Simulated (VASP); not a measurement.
# C (Im-3m) in VASP: a series of runs

The runs below take C through density of states, with PBE.

Everything below comes from runs of VASP 6.6.1. Logs are shortened: lines on timing, memory, paths and dates and some standing lists are left out, and cuts for length are marked.

**1. The cell of the first run**

It takes space group Im-3m (No. 229, cubic). Conventional cell: a = 1.749 Å, b = 1.749 Å, c = 1.749 Å, α = 90.00°, β = 90.00°, γ = 90.00°. Within 2.0 Å of C (site symmetry m-3m) lie 14 C at 1.51 to 1.75 Å.

**2. Density of states, PBE (volume scaled by 0.4)**

Input file POSCAR:

```
C
1.0
   -0.8746288550      0.8746288550      0.8746288550
    0.8746288550     -0.8746288550      0.8746288550
    0.8746288550      0.8746288550     -0.8746288550
C
1
Direct
    0.0000000000      0.0000000000      0.0000000000
```

Input file INCAR.step1:

```
PREC = Accurate ; ENCUT = 520
EDIFF = 1E-7 ; ISMEAR = -1
SIGMA = 0.1 ; LREAL = False
LASPH = True ; NELM = 60
ALGO = Normal ; ISIF = 2
LWAVE = False ; LCHARG = True
GGA = PE ; NBANDS = 8
```

Input file KPOINTS.step1:

```
Automatic mesh
0
Gamma
  25 25 25
```

Input file INCAR.step2:

```
PREC = Accurate ; ENCUT = 520
EDIFF = 1E-7 ; ISMEAR = -5
SIGMA = 0.1 ; LREAL = False
LASPH = True ; NELM = 60
ALGO = Normal ; ISIF = 2
LWAVE = False ; LCHARG = False
GGA = PE ; LORBIT = 11
NBANDS = 8 ; NEDOS = 2001
ICHARG = 11
```

Input file KPOINTS.step2:

```
Automatic mesh
0
Gamma
  38 38 38
```

Potentials or basis: VASP PAW PBE potentials, release 64 (C).

Run with:

```console
> cat potpaw_PBE.64/C/POTCAR > POTCAR
> cp INCAR.step1 INCAR
> cp KPOINTS.step1 KPOINTS
> mpirun -np 1 vasp_std > vasp.out
> cp INCAR.step2 INCAR
> cp KPOINTS.step2 KPOINTS
> mpirun -np 1 vasp_std > vasp.out
```

OUTCAR:

```text
PREC = Accurate
   ENCUT = 520
   EDIFF = 1E-7
   ISMEAR = -5
   LREAL = False
   LASPH = True
   NELM = 60
   ISIF = 2
   GGA = PE
   LORBIT = 11
   ICHARG = 11

 ion  position               nearest neighbor table
   1  0.000  0.000  0.000-

  LATTYP: Found a body centered cubic cell.
 ALAT       =     1.7492577100

  Lattice vectors:

 A1 = (  -0.8746288550,   0.8746288550,   0.8746288550)
 A2 = (   0.8746288550,  -0.8746288550,   0.8746288550)
 A3 = (   0.8746288550,   0.8746288550,  -0.8746288550)

Analysis of symmetry for initial positions (statically):
=====================================================================
 Subroutine PRICEL returns:
 Original cell was already a primitive cell.

 Routine SETGRP: Setting up the symmetry group for a
 body centered cubic supercell.

 Subroutine GETGRP returns: Found 48 space group operations
 (whereof 48 operations were pure point group operations)
 out of a pool of 48 trial point group operations.

The static configuration has the point symmetry O_h .

Analysis of symmetry for dynamics (positions and initial velocities):
=====================================================================
 Subroutine PRICEL returns:
 Original cell was already a primitive cell.

 Routine SETGRP: Setting up the symmetry group for a
 body centered cubic supercell.

 Subroutine GETGRP returns: Found 48 space group operations
 (whereof 48 operations were pure point group operations)
 out of a pool of 48 trial point group operations.

The dynamic configuration has the point symmetry O_h .

 Subroutine INISYM returns: Found 48 space group operations
 (whereof 48 operations are pure point group operations),
 and found     1 'primitive' translations

----------------------------------------------------------------------------------------

                                     Primitive cell

  volume of cell :       2.6763

  direct lattice vectors                    reciprocal lattice vectors
    -0.874628855  0.874628855  0.874628855     0.000000000  0.571671055  0.571671055
     0.874628855 -0.874628855  0.874628855     0.571671055  0.000000000  0.571671055
     0.874628855  0.874628855 -0.874628855     0.571671055  0.571671055  0.000000000

  length of vectors
     1.514901615  1.514901615  1.514901615     0.808464959  0.808464959  0.808464959

  position of ions in fractional coordinates (direct lattice)
     0.000000000  0.000000000  0.000000000

  ion indices of the primitive-cell ions
   primitive index   ion index
                 1           1

----------------------------------------------------------------------------------------

 KPOINTS: Automatic mesh

Automatic generation of k-mesh.
 Grid dimensions read from file:
 generate k-points for:   38   38   38

 Generating k-lattice:

  Cartesian coordinates                     Fractional coordinates (reciprocal lattice)
     0.000000000  0.015043975  0.015043975     0.026315789  0.000000000  0.000000000
     0.015043975  0.000000000  0.015043975     0.000000000  0.026315789  0.000000000
     0.015043975  0.015043975  0.000000000     0.000000000  0.000000000  0.026315789

  Length of vectors
     0.021275394  0.021275394  0.021275394

  Shift w.r.t. Gamma in fractional coordinates (k-lattice)
     0.000000000  0.000000000  0.000000000

 TETIRR: Found  66759 inequivalent tetrahedra from   329232

 Subroutine IBZKPT returns following result:
 ===========================================

 Found   1440 irreducible k-points:

 Following reciprocal coordinates:
            Coordinates               Weight
  0.000000  0.000000  0.000000      1.000000
  0.026316  0.000000  0.000000     12.000000
  0.052632  0.000000  0.000000     12.000000
  0.078947  0.000000  0.000000     12.000000
  0.105263  0.000000  0.000000     12.000000
  0.131579  0.000000  0.000000     12.000000
[... 16 lines left out ...]
  0.078947  0.026316  0.000000     48.000000
  0.105263  0.026316  0.000000     48.000000
 [... further k-points ...]
   k-points           NKPTS =   1440   k-points in BZ     NKDIM =   1440   number of bands    NBANDS=      8
   number of dos      NEDOS =   2001   number of ions     NIONS =      1
   total plane-waves  NPLWV =   1728
   dimension x,y,z NGX =    12 NGY =   12 NGZ =   12
   dimension x,y,z NGXF=    24 NGYF=   24 NGZF=   24
   ions per type =               1
   NGX,Y,Z   is equivalent  to a cutoff of  13.17, 13.17, 13.17 a.u.
   NGXF,Y,Z  is equivalent  to a cutoff of  26.34, 26.34, 26.34 a.u.
 SYSTEM =  unknown system
   PREC   = accura    normal or accurate (medium, high low for compatibility)
   ISTART =      0    job   : 0-new  1-cont  2-samecut
   ICHARG =     11    charge: 1-file 2-atom 10-const
   ISPIN  =      1    spin polarized calculation?
   LNONCOLLINEAR =      F non collinear calculations
   LSORBIT =      F    spin-orbit coupling
   LASPH  =      T    aspherical Exc in radial PAW
   ENCUT  =  520.0 eV  38.22 Ry    6.18 a.u.   2.82  2.82  2.82*2*pi/ulx,y,z
   NELM   =     60;   NELMIN=  2; NELMDL=  0     # of ELM steps
   EDIFF  = 0.1E-06   stopping-criterion for ELM
   LREAL  =      F    real-space projection
   EDIFFG = 0.1E-05   stopping-criterion for IOM
   NSW    =      0    number of steps for IOM
   IBRION =     -1    ionic relax: 0-MD 1-quasi-New 2-CG
   NFREE  =      0    steps in history (QN), initial steepest desc. (CG)
   ISIF   =      2    stress and relaxation
   ISYM   =      2    0-nonsym 1-usesym 2-fastsym
   POTIM  = 0.5000    time-step for ionic-motion
   TEBEG  =    0.0;   TEEND  =   0.0 temperature during run
   PSTRESS=    0.0 pullay stress
   NELECT =       4.0000    total number of electrons
   NUPDOWN=      -1.0000    fix difference up-down
   EMIN   =  10.00;   EMAX   =-10.00  energy-range for DOS
   EFERMI =   0.00;   METHOD = LEGACY
   ISMEAR =    -5;   SIGMA  =   0.10  broadening in eV -4-tet -1-fermi 0-gaus
   EFERMI_NEDOS =   21; number of points for ismear=-14 and -15
   IALGO  =     38    algorithm
   IMIX   =      4    mixing-type and parameters
     AMIX     =   0.40;   BMIX     =  1.00
     AMIX_MAG =   1.60;   BMIX_MAG =  1.00
  volume/ion in A,a.u.               =       2.68        18.06
  Fermi-wavevector in a.u.,A,eV,Ry     =   1.871764  3.537121 47.668005  3.503499
  Thomas-Fermi vector in A             =   2.917289
   LORBIT       =     11    0 simple, 1 ext, 2 COOP (PROOUT), +10 PAW based schemes
   GGA     = PE    functional components
   LHFCALC =     F    Hartree Fock is set to
   AEXX    =    0.0000 exact exchange contribution
   IVDW    =     0    specifies the selected vdW correction
   LEPSILON=     F    determine dielectric tensor
   LRPA    =     F    only Hartree local field effects (RPA)
 non-spin polarized calculation
 Fermi weights with tetrahedron method with Bloechl corrections
  energy-cutoff  :      520.00
  volume of cell :        2.68
 maximum number of plane-waves:        79

 number of electron       4.0000000 magnetization

 Free energy of the ion-electron system (eV)
  ---------------------------------------------------
  ext. energy  EPLUGINS =         0.00000000
  ---------------------------------------------------
  free energy    TOTEN  =         1.13437370 eV

  energy without entropy =        1.13437370  energy(sigma->0) =        1.13437370

 E-fermi :  27.0401     XC(G=0): -18.0010

 val. band max:       27.1364174029   @ k =  -0.2368   0.3947   0.0789
 cond. band min:      27.0534092778   @ k =   0.2895   0.2368   0.0000
 fundamental gap:     -0.0830081251
 Fermi energy:        27.0400661780

 k-point     1 :       0.0000    0.0000    0.0000
  band No.  band energies     occupation
      1     -10.3608      2.00000
      2      48.3166      0.00000
      3      48.3166      0.00000
      4      48.3166      0.00000
      5      79.5367      0.00000
      6      79.5367      0.00000
      7      79.5367      0.00000
      8      86.0171      0.00000

 k-point     2 :       0.0263    0.0000    0.0000
  band No.  band energies     occupation
      1     -10.3093      2.00000
      2      48.1473      0.00000
      3      48.1724      0.00000
      4      48.2815      0.00000
      5      78.8993      0.00000
      6      79.0037      0.00000
      7      79.8115      0.00000
      8      84.2870      0.00000

 k-point     3 :       0.0526    0.0000    0.0000
  band No.  band energies     occupation
      1     -10.1546      2.00000
      2      47.6343      0.00000
      3      47.7556      0.00000
      4      48.1766      0.00000
      5      77.2576      0.00000
      6      77.4133      0.00000
      7      80.6198      0.00000
      8      83.2887      0.00000

 k-point     4 :       0.0789    0.0000    0.0000
  band No.  band energies     occupation
      1      -9.8967      2.00000
      2      46.7734      0.00000
      3      47.1089      0.00000
      4      48.0052      0.00000
      5      74.9055      0.00000
      6      75.6216      0.00000
      7      81.9187      0.00000
      8      82.7435      0.00000

 k-point     5 :       0.1053    0.0000    0.0000
  band No.  band energies     occupation
      1      -9.5359      2.00000
      2      45.5456      0.00000
      3      46.2907      0.00000
      4      47.7753      0.00000
      5      72.6444      0.00000
      6      73.7726      0.00000
      7      81.8319      0.00000
      8      83.6546      0.00000
[... 177 lines left out ...]
 k-point    22 :       0.0526    0.0263    0.0000
  band No.  band energies     occupation
      1      -9.9999      2.00000
      2      47.0705      0.00000
      3      47.4765      0.00000
      4      48.0039      0.00000
      5      75.8250      0.00000
      6      76.2292      0.00000
      7      81.4207      0.00000
      8      82.0257      0.00000

 k-point    23 :       0.0789    0.0263    0.0000
  band No.  band energies     occupation
      1      -9.6905      2.00000
      2      46.0772      0.00000
      3      46.7000      0.00000
      4      47.7901      0.00000
      5      73.5668      0.00000
      6      74.4657      0.00000
      7      81.5986      0.00000
      8      82.8929      0.00000

 k-point    24 :       0.1053    0.0263    0.0000
  band No.  band energies     occupation
      1      -9.2782      2.00000
      2      44.7250      0.00000
      3      45.7659      0.00000
      4      47.5164      0.00000
      5      71.5155      0.00000
      6      72.7160      0.00000
      7      81.1784      0.00000
      8      84.5344      0.00000

 [... further k-points ...]
[... 5 lines left out ...]
  --------------------------------------------------------------------------------------
  -------------------------------------------------------------------------------------
  Total       16.8652019     16.8652019     16.8652019      0.0000000     -0.0000000     -0.0000000
  in kB    10096.4972921  10096.4972921  10096.4972921      0.0000000     -0.0000000     -0.0000000
  external PRESSURE =   10096.4972921 kB  Pullay stress =       0.0000000 kB

 VOLUME and BASIS-vectors are now :
 -----------------------------------------------------------------------------
  energy-cutoff  :      520.00
  volume of cell :        2.68
      direct lattice vectors                 reciprocal lattice vectors
    -0.874628855  0.874628855  0.874628855     0.000000000  0.571671055  0.571671055
     0.874628855 -0.874628855  0.874628855     0.571671055  0.000000000  0.571671055
     0.874628855  0.874628855 -0.874628855     0.571671055  0.571671055  0.000000000

 POSITION                                       TOTAL-FORCE (eV/Angst)
 -----------------------------------------------------------------------------------
      0.00000      0.00000      0.00000         0.000000     -0.000000      0.000000
 -----------------------------------------------------------------------------------
    total drift:                               -0.000000     -0.000000      0.000000

  FREE ENERGIE OF THE ION-ELECTRON SYSTEM (eV)
  ---------------------------------------------------
  free  energy   TOTEN  =         1.1343737008 eV

  energy  without entropy=        1.1343737008  energy(sigma->0) =        1.13437370

 total charge

# of ion       s       p       d       tot
------------------------------------------
    1        0.999   1.996   0.000   2.996
```

It took 48 s on 1 thread of Intel Xeon Platinum 8488C (Sapphire Rapids), shared host; peak memory 0.22 GiB.

Results:

```yaml
Valence_electrons_inside_the_program's_atomic_spheres: C 3.00
```

Caveat: the cell differs from its parent crystal (volume scaled by 0.4); tetrahedron occupations give inexact forces and stress in metals.

**3. Density of states, PBE**

This run uses another cell than the first one, of 6.69 Å³/atom, 2.500 times its volume.

Input file POSCAR:

```
C
1.0
   -1.1870539860      1.1870539860      1.1870539860
    1.1870539860     -1.1870539860      1.1870539860
    1.1870539860      1.1870539860     -1.1870539860
C
1
Direct
    0.0000000000      0.0000000000      0.0000000000
```

Input file INCAR.step1:

```
  PREC = Accurate
  ENCUT = 520
  EDIFF = 1E-6
  ISMEAR = -1
  SIGMA = 0.1
  LREAL = F
  LASPH = T
  NELM = 80
  ALGO = Normal
  ISIF = 2
  LWAVE = F
  LCHARG = T
  GGA = PE
  NBANDS = 8
```

KPOINTS.step1 is that of step 2.

Input file INCAR.step2:

```
  PREC = Accurate
  ENCUT = 520
  EDIFF = 1E-6
  ISMEAR = -5
  SIGMA = 0.1
  LREAL = F
  LASPH = T
  NELM = 80
  ALGO = Normal
  ISIF = 2
  LWAVE = F
  LCHARG = F
  GGA = PE
  LORBIT = 11
  NBANDS = 8
  NEDOS = 1001
  ICHARG = 11
```

KPOINTS.step2 is that of step 2.

Potentials or basis: VASP PAW PBE potentials, release 64 (C).

Run with:

```console
> cat potpaw_PBE.64/C/POTCAR > POTCAR
> cp INCAR.step1 INCAR
> cp KPOINTS.step1 KPOINTS
> mpirun -np 1 vasp_std > vasp.out
> cp INCAR.step2 INCAR
> cp KPOINTS.step2 KPOINTS
> mpirun -np 1 vasp_std > vasp.out
```

OUTCAR:

```text
PREC = Accurate
   ENCUT = 520
   EDIFF = 1E-6
   ISMEAR = -5
   LREAL = F
   LASPH = T
   NELM = 80
   ISIF = 2
   GGA = PE
   LORBIT = 11
   ICHARG = 11

 ion  position               nearest neighbor table
   1  0.000  0.000  0.000-

  LATTYP: Found a body centered cubic cell.
 ALAT       =     2.3741079720

  Lattice vectors:

 A1 = (  -1.1870539860,   1.1870539860,   1.1870539860)
 A2 = (   1.1870539860,  -1.1870539860,   1.1870539860)
 A3 = (   1.1870539860,   1.1870539860,  -1.1870539860)

Analysis of symmetry for initial positions (statically):
=====================================================================
 Subroutine PRICEL returns:
 Original cell was already a primitive cell.

 Routine SETGRP: Setting up the symmetry group for a
 body centered cubic supercell.

 Subroutine GETGRP returns: Found 48 space group operations
 (whereof 48 operations were pure point group operations)
 out of a pool of 48 trial point group operations.

The static configuration has the point symmetry O_h .

Analysis of symmetry for dynamics (positions and initial velocities):
[... 159 lines left out ...]

 val. band max:        8.4977532137   @ k =   0.1842   0.1842   0.0789
 cond. band min:       8.4089581506   @ k =  -0.3158   0.4211   0.2105
 fundamental gap:     -0.0887950631
 Fermi energy:         8.4620536757

 k-point     1 :       0.0000    0.0000    0.0000
  band No.  band energies     occupation
      1     -11.1114      2.00000
      2      17.5388      0.00000
      3      17.5388      0.00000
      4      17.5388      0.00000
      5      41.6914      0.00000
      6      41.6914      0.00000
      7      41.6914      0.00000
      8      43.8469      0.00000
[... 243 lines left out ...]
 k-point    24 :       0.1053    0.0263    0.0000
  band No.  band energies     occupation
      1     -10.4612      2.00000
      2      15.9695      0.00000
      3      16.7281      0.00000
      4      17.3213      0.00000
      5      37.5447      0.00000
      6      38.4399      0.00000
      7      43.2816      0.00000
      8      43.6490      0.00000

 [... further k-points ...]
[... 5 lines left out ...]
  --------------------------------------------------------------------------------------
  -------------------------------------------------------------------------------------
  Total        0.0048176      0.0048176      0.0048176     -0.0000000      0.0000000      0.0000000
  in kB        1.1536447      1.1536447      1.1536447     -0.0000000      0.0000000      0.0000000
  external PRESSURE =       1.1536447 kB  Pullay stress =       0.0000000 kB

 VOLUME and BASIS-vectors are now :
 -----------------------------------------------------------------------------
  energy-cutoff  :      520.00
  volume of cell :        6.69
      direct lattice vectors                 reciprocal lattice vectors
    -1.187053986  1.187053986  1.187053986     0.000000000  0.421210834  0.421210834
     1.187053986 -1.187053986  1.187053986     0.421210834  0.000000000  0.421210834
     1.187053986  1.187053986 -1.187053986     0.421210834  0.421210834  0.000000000

 POSITION                                       TOTAL-FORCE (eV/Angst)
 -----------------------------------------------------------------------------------
      0.00000      0.00000      0.00000         0.000000     -0.000000     -0.000000
 -----------------------------------------------------------------------------------
    total drift:                               -0.000000     -0.000000     -0.000000

  FREE ENERGIE OF THE ION-ELECTRON SYSTEM (eV)
  ---------------------------------------------------
  free  energy   TOTEN  =        -4.8741043608 eV

  energy  without entropy=       -4.8741043608  energy(sigma->0) =       -4.87410436

 total charge

# of ion       s       p       d       tot
------------------------------------------
    1        1.007   1.095   0.000   2.102
```

OUTCAR.step1:

```text
PREC = Accurate
   ENCUT = 520
   EDIFF = 1E-6
   ISMEAR = -1
   LREAL = F
[... 479 lines left out ...]

 POSITION                                       TOTAL-FORCE (eV/Angst)
 -----------------------------------------------------------------------------------
      0.00000      0.00000      0.00000        -0.000000      0.000000      0.000000
 -----------------------------------------------------------------------------------
    total drift:                               -0.000000     -0.000000     -0.000000

  FREE ENERGIE OF THE ION-ELECTRON SYSTEM (eV)
  ---------------------------------------------------
  free  energy   TOTEN  =        -4.8805963671 eV

  energy  without entropy=       -4.8686305999  energy(sigma->0) =       -4.87461348
```

OSZICAR.step1:

```text
N       E                     dE             d eps       ncg     rms          rms(c)
DAV:   1    -0.331132129413E+01   -0.33113E+01   -0.24119E+03  8144   0.487E+02
DAV:   2    -0.487127582819E+01   -0.15600E+01   -0.13956E+01  9432   0.274E+01
DAV:   3    -0.487661300706E+01   -0.53372E-02   -0.53338E-02  8088   0.172E+00
DAV:   4    -0.487661430613E+01   -0.12991E-05   -0.12994E-05 10216   0.255E-02
DAV:   5    -0.487661430553E+01    0.60055E-09   -0.20766E-09  8376   0.184E-04    0.960E-01
DAV:   6    -0.487892909845E+01   -0.23148E-02   -0.65211E-04  8592   0.174E-01    0.567E-01
DAV:   7    -0.488058901351E+01   -0.16599E-02   -0.14408E-03  8608   0.264E-01    0.342E-02
DAV:   8    -0.488059645556E+01   -0.74420E-05   -0.26650E-05  8800   0.372E-02    0.324E-03
DAV:   9    -0.488059636707E+01    0.88489E-07   -0.17177E-07  5352   0.351E-03
   1 F= -.48805964E+01 E0= -.48746135E+01  d E =-.119658E-01
```

Wall time 2 min (1 thread of Intel Xeon 8259CL, shared host); peak memory 0.26 GiB.

What came out:

| Item | Value |
| --- | --- |
| Valence electrons inside the program's atomic spheres | C 2.10 |

Levels at points of the mesh, in eV from the Fermi level:
| k point | band 1 | band 2 | band 3 | band 4 | band 5 | band 6 | band 7 |
| --- | --- | --- | --- | --- | --- | --- | --- |
| (0.00, 0.00, 0.00) | -19.57 | 9.08 | 9.08 | 9.08 | 33.23 | 33.23 | 33.23 |
| (0.50, 0.00, 0.00) | -8.81 | -8.57 | 4.44 | 7.68 | 21.67 | 22.83 | 35.19 |
| (0.50, 0.50, 0.50) | -1.53 | -1.53 | -1.53 | 0.58 | 12.00 | 12.00 | 43.54 |

Caveat: tetrahedron occupations give inexact forces and stress in metals.
